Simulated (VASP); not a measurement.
# Mg (P6_3/mmc) in VASP: notebook, part 2 of 3

VASP 6.6.1. The steps go on from the part before.

## (3) Electric field gradients, PBEsol (24.17 Å³/atom)

This run uses another cell than the first one, of 24.17 Å³/atom.

INCAR

```
ALGO     = Normal         # electronic algorithm
EDIFF    = 1E-8           # SCF threshold, eV
ENCUT    = 520            # plane-wave cutoff, eV
GGA      = PS             # functional
ISIF     = 2              # what is computed and relaxed
ISMEAR   = -1             # smearing method
LASPH    = True           # aspherical terms in the spheres
LCHARG   = False          # write CHGCAR
LEFG     = True         
LREAL    = False          # projectors in reciprocal space
LWAVE    = False          # write WAVECAR
NBANDS   = 9              # bands
NELM     = 60             # most SCF steps
PREC     = Accurate       # precision mode
SIGMA    = 0.08           # smearing width, eV
```

KPOINTS

```
k-points
0
Gamma
  12 12 7
```

POSCAR

```
Mg
1.0
    3.2515036326      0.0000000000      0.0000000000
   -1.6257518162      2.8158847463      0.0000000000
    0.0000000000      0.0000000000      5.2788948365
Mg
2
Direct
    0.3333333333      0.6666666667      0.2500000000
    0.6666666667      0.3333333333      0.7500000000
```

Potentials or basis: VASP PAW PBE potentials, release 64 (Mg).

On the command line:

```console
$ cat potpaw_PBE.64/Mg/POTCAR > POTCAR
$ mpirun -np 1 vasp_std > vasp.out
```

OUTCAR:

```text
EDIFF = 1E-8
   ENCUT = 520
   GGA = PS
   ISIF = 2
   ISMEAR = -1
   LASPH = True
   LREAL = False
   NELM = 60
   PREC = Accurate

 ion  position               nearest neighbor table
   1  0.333  0.667  0.250-   2 3.24   2 3.24   2 3.24   2 3.24   2 3.24   2 3.24
   2  0.667  0.333  0.750-   1 3.24   1 3.24   1 3.24   1 3.24   1 3.24   1 3.24

  LATTYP: Found a hexagonal cell.
 ALAT       =     3.2515036326
 C/A-ratio  =     1.6235242008

  Lattice vectors:

 A1 = (   3.2515036326,   0.0000000000,   0.0000000000)
 A2 = (  -1.6257518162,   2.8158847463,   0.0000000000)
 A3 = (   0.0000000000,   0.0000000000,   5.2788948365)

Analysis of symmetry for initial positions (statically):
=====================================================================
 Subroutine PRICEL returns:
 Original cell was already a primitive cell.

 Routine SETGRP: Setting up the symmetry group for a
 hexagonal supercell.

 Subroutine GETGRP returns: Found 24 space group operations
 (whereof 12 operations were pure point group operations)
 out of a pool of 24 trial point group operations.

The static configuration has the point symmetry D_3d.
 The point group associated with its full space group is D_6h.

Analysis of symmetry for dynamics (positions and initial velocities):
=====================================================================
 Subroutine PRICEL returns:
 Original cell was already a primitive cell.

 Routine SETGRP: Setting up the symmetry group for a
 hexagonal supercell.

 Subroutine GETGRP returns: Found 24 space group operations
 (whereof 12 operations were pure point group operations)
 out of a pool of 24 trial point group operations.

The dynamic configuration has the point symmetry D_3d.
 The point group associated with its full space group is D_6h.

 Subroutine INISYM returns: Found 24 space group operations
 (whereof 12 operations are pure point group operations),
 and found     1 'primitive' translations

----------------------------------------------------------------------------------------

                                     Primitive cell

  volume of cell :      48.3328

  direct lattice vectors                    reciprocal lattice vectors
     3.251503633  0.000000000  0.000000000     0.307550018  0.177564086  0.000000000
    -1.625751816  2.815884746  0.000000000     0.000000000  0.355128171  0.000000000
     0.000000000  0.000000000  5.278894837     0.000000000  0.000000000  0.189433590

  length of vectors
     3.251503633  3.251503633  5.278894837     0.355128171  0.355128171  0.189433590

  position of ions in fractional coordinates (direct lattice)
     0.333333333  0.666666667  0.250000000
     0.666666667  0.333333333  0.750000000

  ion indices of the primitive-cell ions
   primitive index   ion index
                 1           1
                 2           2

----------------------------------------------------------------------------------------

 KPOINTS: k-points

Automatic generation of k-mesh.
[... 79 lines left out ...]
   EMIN   =  10.00;   EMAX   =-10.00  energy-range for DOS
   EFERMI =   0.00;   METHOD = LEGACY
   ISMEAR =    -1;   SIGMA  =   0.08  broadening in eV -4-tet -1-fermi 0-gaus
   EFERMI_NEDOS =   21; number of points for ismear=-14 and -15
   IALGO  =     38    algorithm
   IMIX   =      4    mixing-type and parameters
     AMIX     =   0.40;   BMIX     =  1.00
     AMIX_MAG =   1.60;   BMIX_MAG =  1.00
  volume/ion in A,a.u.               =      24.17       163.08
  Fermi-wavevector in a.u.,A,eV,Ry     =   0.713424  1.348175  6.925001  0.508973
  Thomas-Fermi vector in A             =   1.801058
   LORBIT       =      0    0 simple, 1 ext, 2 COOP (PROOUT), +10 PAW based schemes
   GGA     = PS    functional components
   LHFCALC =     F    Hartree Fock is set to
   AEXX    =    0.0000 exact exchange contribution
   IVDW    =     0    specifies the selected vdW correction
   LEPSILON=     F    determine dielectric tensor
   LRPA    =     F    only Hartree local field effects (RPA)
 non-spin polarized calculation
  energy-cutoff  :      520.00
  volume of cell :       48.33
 maximum number of plane-waves:      1320
   NGX = 13   NGY = 13   NGZ = 19

 number of electron       4.0000000 magnetization

 Free energy of the ion-electron system (eV)
  ---------------------------------------------------
  ext. energy  EPLUGINS =         0.00000000
  ---------------------------------------------------
  free energy    TOTEN  =        -3.43002534 eV

  energy without entropy =       -3.41103180  energy(sigma->0) =       -3.42052857

 E-fermi :   2.2949     XC(G=0):  -8.3743

 val. band max:        2.2583004189   @ k =   0.3333   0.1667   0.1429
 cond. band min:       2.3079481343   @ k =   0.2500   0.0833   0.0000
 fundamental gap:      0.0496477154
 Fermi energy:         2.2949239401

 k-point     1 :       0.0000    0.0000    0.0000
  band No.  band energies     occupation
      1      -4.3791      2.00000
      2       0.7299      2.00000
      3       1.0911      2.00000
      4      12.9630      0.00000
      5      12.9630      0.00000
      6      12.9786      0.00000
      7      12.9786      0.00000
      8      13.8574      0.00000
      9      15.3008      0.00000
[... 265 lines left out ...]
 k-point    24 :       0.3333    0.0000    0.1429
  band No.  band energies     occupation
      1      -2.1791      2.00000
      2       1.5093      1.99989
      3       3.7485      0.00000
      4       4.7087      0.00000
      5       7.4402      0.00000
      6       9.4817      0.00000
      7       9.7512      0.00000
      8      11.2857      0.00000
      9      12.7676      0.00000

 [... further k-points ...]

------------------------ aborting loop because EDIFF is reached ----------------------------------------

  FORCE on cell =-STRESS in cart. coord.  units (eV):
  Direction    XX          YY          ZZ          XY          YZ          ZX
  --------------------------------------------------------------------------------------
  -------------------------------------------------------------------------------------
  Total       -0.6408297     -0.6408297     -0.8612937     -0.0000000     -0.0000000      0.0000000
  in kB      -21.2427682    -21.2427681    -28.5508942     -0.0000000     -0.0000000      0.0000000
  external PRESSURE =     -23.6788102 kB  Pullay stress =       0.0000000 kB

 VOLUME and BASIS-vectors are now :
 -----------------------------------------------------------------------------
  energy-cutoff  :      520.00
  volume of cell :       48.33
      direct lattice vectors                 reciprocal lattice vectors
     3.251503633  0.000000000  0.000000000     0.307550018  0.177564086  0.000000000
    -1.625751816  2.815884746  0.000000000     0.000000000  0.355128171  0.000000000
     0.000000000  0.000000000  5.278894837     0.000000000  0.000000000  0.189433590

 POSITION                                       TOTAL-FORCE (eV/Angst)
 -----------------------------------------------------------------------------------
     -0.00000      1.87726      1.31972         0.000000      0.000000      0.000000
      1.62575      0.93863      3.95917        -0.000000      0.000000      0.000000
 -----------------------------------------------------------------------------------
    total drift:                                0.000000     -0.000000      0.000000

  FREE ENERGIE OF THE ION-ELECTRON SYSTEM (eV)
  ---------------------------------------------------
  free  energy   TOTEN  =        -3.4300253416 eV

  energy  without entropy=       -3.4110318027  energy(sigma->0) =       -3.42052857

 Electric field gradients (V/A^2)
---------------------------------------------------------------------
 ion       V_xx      V_yy      V_zz      V_xy      V_xz      V_yz
---------------------------------------------------------------------
   1      -0.472    -0.472     0.945     0.000    -0.000     0.000
   2      -0.472    -0.472     0.945     0.000     0.000    -0.000
---------------------------------------------------------------------

 Electric field gradients after diagonalization (V/A^2)
 (convention: |V_zz| > |V_xx| > |V_yy|)
----------------------------------------------------------------------
 ion       V_xx      V_yy      V_zz     asymmetry (V_yy - V_xx)/ V_zz
----------------------------------------------------------------------
   1      -0.472    -0.472     0.945       0.000
   2      -0.472    -0.472     0.945       0.000
----------------------------------------------------------------------

           NMR quadrupolar parameters

 Cq : quadrupolar parameter    Cq=e*Q*V_zz/h
 eta: asymmetry parameters     (V_yy - V_xx)/ V_zz
 Q  : nuclear electric quadrupole moment in mb (millibarn)
----------------------------------------------------------------------
 ion       Cq(MHz)       eta       Q (mb)
----------------------------------------------------------------------
   1       0.002       0.000       1.000
   2       0.002       0.000       1.000
----------------------------------------------------------------------
```

It took 31 s on 1 thread of AMD EPYC 7R43 (Zen 3), shared host; peak memory 0.13 GiB.

What came out:

```
Free energy                             : -3.4300 eV
Pressure                                : -2.4 GPa
Band gap on the k mesh                  : zero (bands 2 and 3 overlap by 2.23 eV)
Largest electric field gradient by atom : Mg +0.9 V/Å²
```

Stress tensor (GPa, compression positive):
```
-2.12  0.00  0.00
 0.00 -2.12  0.00
 0.00  0.00 -2.86
```

Electric field gradients, principal values (V/Å²):
| atom | least | middle | greatest (by size) |
| --- | --- | --- | --- |
| 1 Mg | -0.472 | -0.472 | 0.945 |
| 2 Mg | -0.472 | -0.472 | 0.945 |

Caveat: without QUAD_EFG the Cq values of the log hold for a quadrupole moment of 1 mb, not for the nuclei; the PAW data sets were made with another functional, which shifts forces and pressure a little.

## (4) Electric field gradients, PBEsol (21.85 Å³/atom)

This run uses another cell than the first one, of 21.85 Å³/atom.

INCAR

```
SYSTEM = Mg
PREC = Accurate
ENCUT = 520
EDIFF = 1E-8
ISMEAR = -1
SIGMA = 0.08
LREAL = .FALSE.
LASPH = .TRUE.
NELM = 100
ALGO = Normal
ISIF = 2
LWAVE = .FALSE.
LCHARG = .FALSE.
GGA = PS
LEFG = .TRUE.
NBANDS = 9
```

KPOINTS

```
Automatic mesh
0
G
  12 12 7
  0 0 0
```

POSCAR

```
Mg
1.0
    3.1443151174      0.0000000000      0.0000000000
   -1.5721575586      2.7230567692      0.0000000000
    0.0000000000      0.0000000000      5.1048716881
Mg
2
Direct
    0.3333333333      0.6666666667      0.2500000000
    0.6666666667      0.3333333333      0.7500000000
```

Potentials or basis: VASP PAW PBE potentials, release 64 (Mg).

On the command line:

```console
$ cat potpaw_PBE.64/Mg/POTCAR > POTCAR
$ mpirun -np 1 vasp_std > vasp.out
```

OUTCAR:

```text
SYSTEM = Mg
   PREC = Accurate
   ENCUT = 520
   EDIFF = 1E-8
   ISMEAR = -1
   LREAL = .FALSE.
   LASPH = .TRUE.
   NELM = 100
   ISIF = 2
   GGA = PS

 ion  position               nearest neighbor table
   1  0.333  0.667  0.250-   2 3.13   2 3.13   2 3.13   2 3.13   2 3.13   2 3.13
   2  0.667  0.333  0.750-   1 3.13   1 3.13   1 3.13   1 3.13   1 3.13   1 3.13

  LATTYP: Found a hexagonal cell.
 ALAT       =     3.1443151174
 C/A-ratio  =     1.6235242008

  Lattice vectors:

 A1 = (   3.1443151174,   0.0000000000,   0.0000000000)
 A2 = (  -1.5721575586,   2.7230567692,   0.0000000000)
[... 503 lines left out ...]
  free  energy   TOTEN  =        -3.4521352824 eV

  energy  without entropy=       -3.4353962350  energy(sigma->0) =       -3.44376576

 Electric field gradients (V/A^2)
---------------------------------------------------------------------
 ion       V_xx      V_yy      V_zz      V_xy      V_xz      V_yz
---------------------------------------------------------------------
   1      -0.497    -0.497     0.993    -0.000    -0.000     0.000
   2      -0.497    -0.497     0.993    -0.000     0.000    -0.000
---------------------------------------------------------------------

 Electric field gradients after diagonalization (V/A^2)
 (convention: |V_zz| > |V_xx| > |V_yy|)
----------------------------------------------------------------------
 ion       V_xx      V_yy      V_zz     asymmetry (V_yy - V_xx)/ V_zz
----------------------------------------------------------------------
   1      -0.497    -0.497     0.993       0.000
   2      -0.497    -0.497     0.993       0.000
----------------------------------------------------------------------

           NMR quadrupolar parameters

 Cq : quadrupolar parameter    Cq=e*Q*V_zz/h
 eta: asymmetry parameters     (V_yy - V_xx)/ V_zz
 Q  : nuclear electric quadrupole moment in mb (millibarn)
----------------------------------------------------------------------
 ion       Cq(MHz)       eta       Q (mb)
----------------------------------------------------------------------
   1       0.002       0.000       1.000
   2       0.002       0.000       1.000
----------------------------------------------------------------------
```

OSZICAR:

```text
N       E                     dE             d eps       ncg     rms          rms(c)
DAV:   1    -0.738644037713E+00   -0.73864E+00   -0.13134E+03  1368   0.314E+02
DAV:   2    -0.343443891372E+01   -0.26958E+01   -0.26270E+01  1845   0.278E+01
DAV:   3    -0.347222264068E+01   -0.37784E-01   -0.37546E-01  1790   0.273E+00
DAV:   4    -0.347233519058E+01   -0.11255E-03   -0.11254E-03  1750   0.152E-01
DAV:   5    -0.347233568200E+01   -0.49141E-06   -0.49143E-06  1721   0.936E-03    0.959E-01
DAV:   6    -0.346164242176E+01    0.10693E-01   -0.48973E-04  1619   0.145E-01    0.611E-01
DAV:   7    -0.345213237288E+01    0.95100E-02   -0.20344E-03  1428   0.262E-01    0.307E-02
DAV:   8    -0.345213565318E+01   -0.32803E-05   -0.17427E-05  1909   0.252E-02    0.628E-03
DAV:   9    -0.345213539814E+01    0.25504E-06   -0.89090E-07  1519   0.416E-03    0.564E-04
DAV:  10    -0.345213529094E+01    0.10720E-06   -0.42503E-09  1759   0.345E-04    0.147E-04
DAV:  11    -0.345213528239E+01    0.85513E-08   -0.28105E-10   865   0.122E-04
   1 F= -.34521353E+01 E0= -.34437658E+01  d E =-.167390E-01
```

Run time: 7.3 s. Hardware: 1 thread of Intel Xeon 6975P-C (Granite Rapids), shared host; peak memory 0.17 GiB.

What came out:

```
Free energy                             : -3.4521 eV
Pressure                                : 1.1 GPa
Band gap on the k mesh                  : zero (bands 2 and 3 overlap by 2.25 eV)
Largest electric field gradient by atom : Mg +1.0 V/Å²
```

Electric field gradients, principal values (V/Å²):
```tsv
atom	least	middle	greatest (by size)
1 Mg	-0.497	-0.497	0.993
2 Mg	-0.497	-0.497	0.993
```

Caveat: without QUAD_EFG the Cq values of the log hold for a quadrupole moment of 1 mb, not for the nuclei; the PAW data sets were made with another functional, which shifts forces and pressure a little.

## (5) Electric field gradients, PBEsol (21.84 Å³/atom)

This run uses another cell than the first one, of 21.84 Å³/atom.

INCAR

```
SYSTEM = Mg
  PREC = Accurate
  ENCUT = 520
  EDIFF = 1E-8
  ISMEAR = -1
  SIGMA = 0.08
  LREAL = .FALSE.
  LASPH = .TRUE.
  NELM = 100
  ALGO = Normal
  ISIF = 2
  LWAVE = .FALSE.
  LCHARG = .FALSE.
  GGA = PS
  LEFG = .TRUE.
  NBANDS = 9
```

KPOINTS is that of step 4.

POSCAR

```
Mg
1.0
    3.1437578123      0.0000000000      0.0000000000
   -1.5718789061      2.7225741288      0.0000000000
    0.0000000000      0.0000000000      5.1039668898
Mg
2
Direct
    0.3333333333      0.6666666667      0.2500000000
    0.6666666667      0.3333333333      0.7500000000
```

Potentials or basis: VASP PAW PBE potentials, release 64 (Mg).

On the command line:

```console
$ cat potpaw_PBE.64/Mg/POTCAR > POTCAR
$ mpirun -np 1 vasp_std > vasp.out
```

OUTCAR:

```text
SYSTEM = Mg
   PREC = Accurate
   ENCUT = 520
   EDIFF = 1E-8
   ISMEAR = -1
   LREAL = .FALSE.
   LASPH = .TRUE.
   NELM = 100
   ISIF = 2
   GGA = PS

 ion  position               nearest neighbor table
   1  0.333  0.667  0.250-   2 3.13   2 3.13   2 3.13   2 3.13   2 3.13   2 3.13
   2  0.667  0.333  0.750-   1 3.13   1 3.13   1 3.13   1 3.13   1 3.13   1 3.13

  LATTYP: Found a hexagonal cell.
 ALAT       =     3.1437578123
 C/A-ratio  =     1.6235242008

  Lattice vectors:

 A1 = (   3.1437578123,   0.0000000000,   0.0000000000)
 A2 = (  -1.5718789061,   2.7225741288,   0.0000000000)
[... 503 lines left out ...]
  free  energy   TOTEN  =        -3.4519689349 eV

  energy  without entropy=       -3.4352416934  energy(sigma->0) =       -3.44360531

 Electric field gradients (V/A^2)
---------------------------------------------------------------------
 ion       V_xx      V_yy      V_zz      V_xy      V_xz      V_yz
---------------------------------------------------------------------
   1      -0.497    -0.497     0.994    -0.000    -0.000     0.000
   2      -0.497    -0.497     0.994    -0.000     0.000    -0.000
---------------------------------------------------------------------

 Electric field gradients after diagonalization (V/A^2)
 (convention: |V_zz| > |V_xx| > |V_yy|)
----------------------------------------------------------------------
 ion       V_xx      V_yy      V_zz     asymmetry (V_yy - V_xx)/ V_zz
----------------------------------------------------------------------
   1      -0.497    -0.497     0.994       0.000
   2      -0.497    -0.497     0.994       0.000
----------------------------------------------------------------------

           NMR quadrupolar parameters

 Cq : quadrupolar parameter    Cq=e*Q*V_zz/h
 eta: asymmetry parameters     (V_yy - V_xx)/ V_zz
 Q  : nuclear electric quadrupole moment in mb (millibarn)
----------------------------------------------------------------------
 ion       Cq(MHz)       eta       Q (mb)
----------------------------------------------------------------------
   1       0.002       0.000       1.000
   2       0.002       0.000       1.000
----------------------------------------------------------------------
```

Run time: 7.2 s. Hardware: 1 thread of Intel Xeon 6975P-C (Granite Rapids), shared host; peak memory 0.17 GiB.

What came out:

```
Free energy                             : -3.4520 eV
Pressure                                : 1.2 GPa
Band gap on the k mesh                  : zero (bands 2 and 3 overlap by 2.25 eV)
Largest electric field gradient by atom : Mg +1.0 V/Å²
```

Levels at points of the mesh, in eV from the Fermi level:
```
           k point  band 1  band 2  band 3  band 4  band 5
(0.00, 0.00, 0.00)   -7.10   -1.72   -1.19   11.26   11.26
(0.50, 0.00, 0.00)   -2.19   -2.13    2.78    3.08    3.47
```

Electric field gradients, principal values (V/Å²):
| atom | least | middle | greatest (by size) |
| --- | --- | --- | --- |
| 1 Mg | -0.497 | -0.497 | 0.994 |
| 2 Mg | -0.497 | -0.497 | 0.994 |

Caveat: without QUAD_EFG the Cq values of the log hold for a quadrupole moment of 1 mb, not for the nuclei; the PAW data sets were made with another functional, which shifts forces and pressure a little.

(Part 2 of 3 ends here.)
